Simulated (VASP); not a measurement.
# BaO (Fm-3m) in VASP: notebook, part 2 of 2

VASP 6.6.1.

### 6 Relaxation of cell and atoms, PBEsol

Input file INCAR:

```
SYSTEM = BaO
ALGO = Normal
EDIFF = 1E-7
EDIFFG = -0.002
ENCUT = 600
GGA = PS
GGA_COMPAT = .False.
IBRION = 2
ISIF = 3
ISMEAR = 0
LASPH = .True.
LCHARG = .False.
LREAL = .False.
LWAVE = .False.
NELM = 120
NELMIN = 4
NSW = 100
PREC = Accurate
SIGMA = 0.02
```

Input file KPOINTS:

```
k-points
0
Gamma
  8 8 8
  0 0 0
```

Input file POSCAR:

```
BaO
1.0
    0.0000000000      2.7695000000      2.7695000000
    2.7695000000      0.0000000000      2.7695000000
    2.7695000000      2.7695000000      0.0000000000
Ba O
1 1
Direct
    0.0000000000      0.0000000000      0.0000000000
    0.5000000000      0.5000000000      0.5000000000
```

Potentials or basis: VASP PAW PBE potentials, release 64 (Ba_sv, O).

On the command line:

```
$ cat potpaw_PBE.64/Ba_sv/POTCAR potpaw_PBE.64/O/POTCAR > POTCAR
$ mpirun -np 1 vasp_std > vasp.out
```

OUTCAR:

```text
SYSTEM = BaO
   EDIFF = 1E-7
   EDIFFG = -0.002
   ENCUT = 600
   GGA = PS
   IBRION = 2
   ISIF = 3
   ISMEAR = 0
   LASPH = .True.
   LREAL = .False.
   NELM = 120
   NELMIN = 4
   NSW = 100
   PREC = Accurate

 ion  position               nearest neighbor table
   1  0.000  0.000  0.000-   2 2.77   2 2.77   2 2.77   2 2.77   2 2.77   2 2.77
   2  0.500  0.500  0.500-   1 2.77   1 2.77   1 2.77   1 2.77   1 2.77   1 2.77

  LATTYP: Found a face centered cubic cell.
 ALAT       =     5.5390000000

  Lattice vectors:

 A1 = (   0.0000000000,   2.7695000000,   2.7695000000)
 A2 = (   2.7695000000,   0.0000000000,   2.7695000000)
 A3 = (   2.7695000000,   2.7695000000,   0.0000000000)

Analysis of symmetry for initial positions (statically):
=====================================================================
 Subroutine PRICEL returns:
 Original cell was already a primitive cell.

 Routine SETGRP: Setting up the symmetry group for a
 face centered cubic supercell.

 Subroutine GETGRP returns: Found 48 space group operations
 (whereof 48 operations were pure point group operations)
 out of a pool of 48 trial point group operations.

The static configuration has the point symmetry O_h .

Analysis of symmetry for dynamics (positions and initial velocities):
=====================================================================
 Subroutine PRICEL returns:
 Original cell was already a primitive cell.

 Routine SETGRP: Setting up the symmetry group for a
 face centered cubic supercell.

 Subroutine GETGRP returns: Found 48 space group operations
 (whereof 48 operations were pure point group operations)
 out of a pool of 48 trial point group operations.

The dynamic configuration has the point symmetry O_h .

 Subroutine INISYM returns: Found 48 space group operations
 (whereof 48 operations are pure point group operations),
 and found     1 'primitive' translations

----------------------------------------------------------------------------------------

                                     Primitive cell

  volume of cell :      42.4849

  direct lattice vectors                    reciprocal lattice vectors
     0.000000000  2.769500000  2.769500000    -0.180538003  0.180538003  0.180538003
     2.769500000  0.000000000  2.769500000     0.180538003 -0.180538003  0.180538003
     2.769500000  2.769500000  0.000000000     0.180538003  0.180538003 -0.180538003

  length of vectors
     3.916664461  3.916664461  3.916664461     0.312700994  0.312700994  0.312700994

  position of ions in fractional coordinates (direct lattice)
     0.000000000  0.000000000  0.000000000
     0.500000000  0.500000000  0.500000000

  ion indices of the primitive-cell ions
   primitive index   ion index
                 1           1
                 2           2

----------------------------------------------------------------------------------------

 KPOINTS: k-points

Automatic generation of k-mesh.
 Grid dimensions read from file:
 generate k-points for:    8    8    8

 Generating k-lattice:

  Cartesian coordinates                     Fractional coordinates (reciprocal lattice)
    -0.022567250  0.022567250  0.022567250     0.125000000  0.000000000  0.000000000
     0.022567250 -0.022567250  0.022567250     0.000000000  0.125000000  0.000000000
[... 52 lines left out ...]
   ISPIN  =      1    spin polarized calculation?
   LNONCOLLINEAR =      F non collinear calculations
   LSORBIT =      F    spin-orbit coupling
   LASPH  =      T    aspherical Exc in radial PAW
   ENCUT  =  600.0 eV  44.10 Ry    6.64 a.u.   7.82  7.82  7.82*2*pi/ulx,y,z
   NELM   =    120;   NELMIN=  4; NELMDL= -5     # of ELM steps
   EDIFF  = 0.1E-06   stopping-criterion for ELM
   LREAL  =      F    real-space projection
   EDIFFG = -.2E-02   stopping-criterion for IOM
   NSW    =    100    number of steps for IOM
   IBRION =      2    ionic relax: 0-MD 1-quasi-New 2-CG
   NFREE  =      1    steps in history (QN), initial steepest desc. (CG)
   ISIF   =      3    stress and relaxation
   ISYM   =      2    0-nonsym 1-usesym 2-fastsym
   POTIM  = 0.5000    time-step for ionic-motion
   TEBEG  =    0.0;   TEEND  =   0.0 temperature during run
   PSTRESS=    0.0 pullay stress
   NELECT =      16.0000    total number of electrons
   NUPDOWN=      -1.0000    fix difference up-down
   EMIN   =  10.00;   EMAX   =-10.00  energy-range for DOS
   EFERMI =   0.00;   METHOD = LEGACY
   ISMEAR =     0;   SIGMA  =   0.02  broadening in eV -4-tet -1-fermi 0-gaus
   EFERMI_NEDOS =   21; number of points for ismear=-14 and -15
   IALGO  =     38    algorithm
   IMIX   =      4    mixing-type and parameters
     AMIX     =   0.40;   BMIX     =  1.00
     AMIX_MAG =   1.60;   BMIX_MAG =  1.00
  volume/ion in A,a.u.               =      21.24       143.35
  Fermi-wavevector in a.u.,A,eV,Ry     =   1.182234  2.234098 19.016554  1.397677
  Thomas-Fermi vector in A             =   2.318492
   LORBIT       =      0    0 simple, 1 ext, 2 COOP (PROOUT), +10 PAW based schemes
   GGA     = PS    functional components
   LHFCALC =     F    Hartree Fock is set to
   AEXX    =    0.0000 exact exchange contribution
   IVDW    =     0    specifies the selected vdW correction
   LEPSILON=     F    determine dielectric tensor
   LRPA    =     F    only Hartree local field effects (RPA)
 conjugate gradient relaxation of ions
 non-spin polarized calculation
 Gauss-broadening in eV      SIGMA  =   0.02
  energy-cutoff  :      600.00
  volume of cell :       42.48
 maximum number of plane-waves:      1428
   NGX = 15   NGY = 15   NGZ = 15

--------------------------------------- Ionic step        1  -------------------------------------------

 number of electron      15.9999999 magnetization

 Free energy of the ion-electron system (eV)
  ---------------------------------------------------
  ext. energy  EPLUGINS =         0.00000000
  ---------------------------------------------------
  free energy    TOTEN  =       -12.40115269 eV

  energy without entropy =      -12.40115269  energy(sigma->0) =      -12.40115269

------------------------ aborting loop because EDIFF is reached ----------------------------------------

  FORCE on cell =-STRESS in cart. coord.  units (eV):
  Direction    XX          YY          ZZ          XY          YZ          ZX
  --------------------------------------------------------------------------------------
  -------------------------------------------------------------------------------------
  Total       -0.0774116     -0.0774116     -0.0774116     -0.0000000      0.0000000     -0.0000000
  in kB       -2.9193262     -2.9193262     -2.9193262     -0.0000000      0.0000000     -0.0000000
  external PRESSURE =      -2.9193262 kB  Pullay stress =       0.0000000 kB
[... 131 lines left out ...]
--------------------------------------- Ionic step        5  -------------------------------------------

 number of electron      15.9999999 magnetization

 Free energy of the ion-electron system (eV)
  ---------------------------------------------------
  ext. energy  EPLUGINS =         0.00000000
  ---------------------------------------------------
  free energy    TOTEN  =       -12.40130276 eV

  energy without entropy =      -12.40130276  energy(sigma->0) =      -12.40130276

 E-fermi :   1.8447     XC(G=0):  -9.8716

 val. band max:        1.7304503466   @ k =   0.5000   0.5000   0.0000
 cond. band min:       3.5870784124   @ k =   0.5000   0.5000   0.0000
 fundamental gap:      1.8566280658
 Fermi energy:         1.8446904067

 k-point     1 :       0.0000    0.0000    0.0000
  band No.  band energies     occupation
      1     -24.1101      2.00000
      2     -13.2089      2.00000
      3      -8.5922      2.00000
      4      -8.5922      2.00000
      5      -8.5922      2.00000
      6       1.3681      2.00000
      7       1.3681      2.00000
      8       1.3681      2.00000
      9       5.1133      0.00000
     10       6.3629      0.00000
     11       6.3629      0.00000
     12       6.3629      0.00000
[... 331 lines left out ...]
 k-point    24 :      -0.3750    0.2500    0.1250
  band No.  band energies     occupation
      1     -23.8055      2.00000
      2     -13.7909      2.00000
      3      -9.2396      2.00000
      4      -9.2382      2.00000
      5      -8.7051      2.00000
      6       0.1419      2.00000
      7       0.7724      2.00000
      8       0.8421      2.00000
      9       6.5094      0.00000
     10       7.1160      0.00000
     11       9.5654      0.00000
     12       9.5999      0.00000

 [... further k-points ...]

------------------------ aborting loop because EDIFF is reached ----------------------------------------

  FORCE on cell =-STRESS in cart. coord.  units (eV):
  Direction    XX          YY          ZZ          XY          YZ          ZX
  --------------------------------------------------------------------------------------
  -------------------------------------------------------------------------------------
  Total       -0.0031864     -0.0031864     -0.0031864      0.0000000      0.0000000     -0.0000000
  in kB       -0.1206136     -0.1206136     -0.1206136      0.0000000      0.0000000     -0.0000000
  external PRESSURE =      -0.1206136 kB  Pullay stress =       0.0000000 kB
[... 17 lines left out ...]
  FREE ENERGIE OF THE ION-ELECTRON SYSTEM (eV)
  ---------------------------------------------------
  free  energy   TOTEN  =       -12.4013027606 eV

  energy  without entropy=      -12.4013027606  energy(sigma->0) =      -12.40130276

 reached required accuracy - stopping structural energy minimisation
```

Wall time 21 s (1 thread of Intel Xeon 6975P-C (Granite Rapids), shared host); peak memory 0.19 GiB.

Results:

```yaml
Free_energy: -12.4013 eV
Relaxed_volume: 21.16 Å³/atom
Relaxed_cell: a = 3.912 Å, b = 3.912 Å, c = 3.912 Å, α = 60.00°, β = 60.00°, γ = 60.00°
Space_group_after_relaxing_to_0.1_Å: Fm-3m (No. 225)
Energy_gained_by_relaxing: 0.1 meV/atom
Ionic_steps: 5
Pressure_after_relaxing: 0.0 GPa
Band_gap_on_the_k_mesh: 1.86 eV
```

The path:
```
step  energy change (eV)  largest force (eV/Å)  pressure (GPa)  volume (Å³)
   1              0.0000                0.0000           -0.29        42.48
   2             -0.0001                0.0000            0.13        42.25
   3             -0.0002                0.0000            0.02        42.32
   4             -0.0001                0.0000           -0.02        42.33
   5             -0.0002                0.0000           -0.01        42.33
```

Final structure:
```
Ba O
1.0
     0.00000    2.76606    2.76606
     2.76606    0.00000    2.76606
     2.76606    2.76606    0.00000
Ba O
1 1
Direct
  0.00000 0.00000 0.00000
  0.50000 0.50000 0.50000
```

Caveat: the PAW data sets were made with another functional, which shifts forces and pressure a little; spin-orbit coupling is left out, which moves the levels of the heavy elements. A k mesh can miss the band edges.

### 7 The runs side by side

| task | cell | k mesh | smearing | gap on the mesh (eV) | pressure (GPa) |
| --- | --- | --- | --- | --- | --- |
| single point | a = 3.917 Å, angles 60.0°, 2 atoms | 6 × 6 × 6 | gaussian 0.1 eV | 1.87 | -0.3 |
| single point | a = 3.882 Å, angles 60.0°, 2 atoms | 8 × 8 × 8 | gaussian 0.02 eV | 1.77 | 1.8 |
| single point | a = 3.882 Å, angles 60.0°, 2 atoms | 8 × 8 × 8 | gaussian 0.01 eV | 1.77 | 1.8 |
| relaxation of cell and atoms | relaxed from a = 3.917 Å, angles 60.0°, 2 atoms | 8 × 8 × 8 | gaussian 0.02 eV | 1.86 | 0.0 |

Alike in all rows: level PBEsol; potentials or basis VASP PAW PBE potentials, release 64 (Ba_sv, O); no spin polarisation; cutoff (eV) 600.

Caveats: the PAW data sets were made with another functional, which shifts forces and pressure a little; spin-orbit coupling is left out, which moves the levels of the heavy elements.

Total energies depend on the potentials used, so only differences within one code and one set of settings carry meaning.
